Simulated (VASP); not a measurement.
Crystal: Be4ZnSe.

```xyz
6
Lattice="3.7051 0.0000 0.0000 0.0000 3.7051 0.0000 0.0000 0.0000 5.0576" Properties=species:S:1:pos:R:3 pbc="T T T"
Be    0.9035    0.9035    4.9328
Be    2.8017    2.8017    4.9328
Be    2.8017    0.9035    4.9328
Be    0.9035    2.8017    4.9328
Zn    0.0000    0.0000    1.9381
Se    1.8526    1.8526    3.6104
```

The cell was generated, and may not be a known phase.

* Program: VASP 6.6.1
* Task: relaxation of cell and atoms
* Functional: PBE
* Potentials or basis: VASP PAW PBE potentials, release 64 (Be, Zn, Se)
* Cutoff: 600 eV
* k mesh: 4 × 4 × 3
* Occupations: gaussian, width 0.2 eV
* Spin: no spin polarisation

At the start: pressure 40.6 GPa; volume 11.57 Å³/atom.

Q: Where does the relaxation end?

A: Over 32 steps the energy falls by 704.2 meV/atom and the volume is 13.17 Å³/atom (+13.8 %); space group P4mm (No. 99, to 0.1 Å) before and after.

Step by step:
| step | energy change (eV) | largest force (eV/Å) | pressure (GPa) | volume (Å³) |
| --- | --- | --- | --- | --- |
| 1 | 0.0000 | 11.2822 | 40.64 | 69.43 |
| 2 | -2.5889 | 1.8501 | -6.40 | 103.30 |
| 3 | -3.3402 | 1.7801 | 2.61 | 86.74 |
| 4 | -3.6531 | 0.2496 | -1.39 | 91.18 |
| 5 | -3.6534 | 0.2571 | -1.30 | 91.03 |
| 6 | -3.6731 | 0.2652 | -0.46 | 89.61 |
| 7 | -3.6808 | 0.3308 | 0.46 | 88.23 |
| 8 | -3.6985 | 0.3193 | 0.38 | 87.84 |
| 9 | -3.7354 | 0.3424 | 0.20 | 86.63 |
| 10 | -3.7825 | 0.5883 | 0.15 | 83.97 |
| 11 | -3.8252 | 1.5424 | 2.91 | 77.66 |
| 12 | -3.7967 | 0.8221 | 0.45 | 82.42 |
| 13 | -3.8558 | 1.1691 | 1.03 | 80.13 |
| 14 | -3.8568 | 1.3683 | 1.80 | 78.92 |
| 15 | -3.8598 | 1.2491 | 1.32 | 79.65 |
| 16 | -3.8637 | 1.2563 | 1.33 | 79.59 |
| 17 | -3.8737 | 1.2786 | 1.34 | 79.40 |
| 18 | -3.8864 | 1.3226 | 1.48 | 79.01 |
| 19 | -3.8841 | 1.3974 | 2.10 | 78.18 |
| 20 | -3.8897 | 1.3552 | 1.70 | 78.69 |
| 21 | -3.9059 | 1.3117 | 1.59 | 78.73 |
| 22 | -3.9515 | 1.1849 | 1.23 | 78.86 |
| 23 | -4.0301 | 0.9429 | 0.68 | 79.11 |
| 24 | -4.1395 | 0.5034 | -0.23 | 79.60 |
| 25 | -4.1801 | 0.5595 | -1.05 | 80.51 |
| 26 | -4.1937 | 0.5120 | -0.88 | 80.20 |
| 27 | -4.2018 | 0.4628 | -0.69 | 79.94 |
| 28 | -4.2181 | 0.3021 | -0.02 | 79.15 |
| 29 | -4.2105 | 0.1361 | 1.59 | 77.56 |
| 30 | -4.2218 | 0.1818 | 0.51 | 78.58 |
| 31 | -4.2246 | 0.1083 | 0.17 | 78.83 |
| 32 | -4.2253 | 0.0647 | -0.10 | 79.04 |

Final structure:
```
Be Zn Se
1.0
     4.48680    0.00000    0.00000
     0.00000    4.48680    0.00000
     0.00000    0.00000    3.92622
Be Zn Se
4 1 1
Direct
  0.24265 0.24265 0.98405
  0.75735 0.75735 0.98405
  0.75735 0.24265 0.98405
  0.24265 0.75735 0.98405
  0.00000 0.00000 0.47769
  0.50000 0.50000 0.58444
```

Caveat: the k points lie up to 0.53 Å⁻¹ apart in the final cell, too coarse for converged energies and pressures of a metal; a cell axis changed by over 15 % at a fixed basis, so the end point is rough; the relaxation stopped at a loose force limit of 0.08 eV/Å, so its end isn't a converged minimum.
